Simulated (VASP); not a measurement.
Set up this calculation in VASP 6.6.1, as the native input.

| Property | Result |
| --- | --- |
| Task | single point |
| Functional | PBE |
| Potentials or basis | VASP PAW PBE potentials, release 64 (Ta_pv, N) |
| Cutoff | 520 eV |
| k mesh | 24 × 24 × 24 |
| Occupations | gaussian, width 0.15 eV |
| Spin | no spin polarisation |
| Dipole correction | no |
| Further INCAR settings | ALGO = Normal; EDIFF = 1e-06; NBANDS = 15 |

The structure of TaN lies in POSCAR:

```
TaN
1.0
    0.0000000000      2.2086347780      2.2086347780
    2.2086347780      0.0000000000      2.2086347780
    2.2086347780      2.2086347780      0.0000000000
Ta N
1 1
Direct
    0.5000000000      0.5000000000      0.5000000000
   -0.0679152576     -0.0679152576     -0.1241780993
```

This cell differs from its parent crystal: atom 2 (N) moved by (-0.600, -0.300) A along [1 1 0] and z.

The input as run:

INCAR

```
SYSTEM = TaN
PREC = Accurate
ENCUT = 520
EDIFF = 1E-6
ISMEAR = 0
SIGMA = 0.15
LREAL = .FALSE.
LASPH = .TRUE.
NELM = 60
ALGO = Normal
ISIF = 2
LWAVE = .FALSE.
LCHARG = .FALSE.
GGA = PE
NBANDS = 15
```

KPOINTS

```
Automatic mesh
0
G
  24 24 24
  0 0 0
```

Potentials or basis: VASP PAW PBE potentials, release 64 (Ta_pv, N).

Command:

```sh
$ cat potpaw_PBE.64/Ta_pv/POTCAR potpaw_PBE.64/N/POTCAR > POTCAR
$ mpirun -np 1 vasp_std > vasp.out
```

Results of the run:

The pressure is 62.3 GPa, the largest force is 6.055 eV/Å and the band gap on the k mesh is zero (bands 8 and 9 overlap by 3.10 eV).

Caveat: the cell differs from its parent crystal (atom 2 (N) moved by (-0.600, -0.300) A along [1 1 0] and z); the stress differs along the axes, from 40 to 74 GPa; spin-orbit coupling is left out, which moves the levels of the heavy elements; forces of over 1 eV/Å act on the atoms, so gaps and moduli don't describe the material at rest.

Wall time 5 min on 1 thread of Intel(R) Xeon(R) 6975P-C (Granite Rapids) (shared host), peak memory 1.2 GiB.
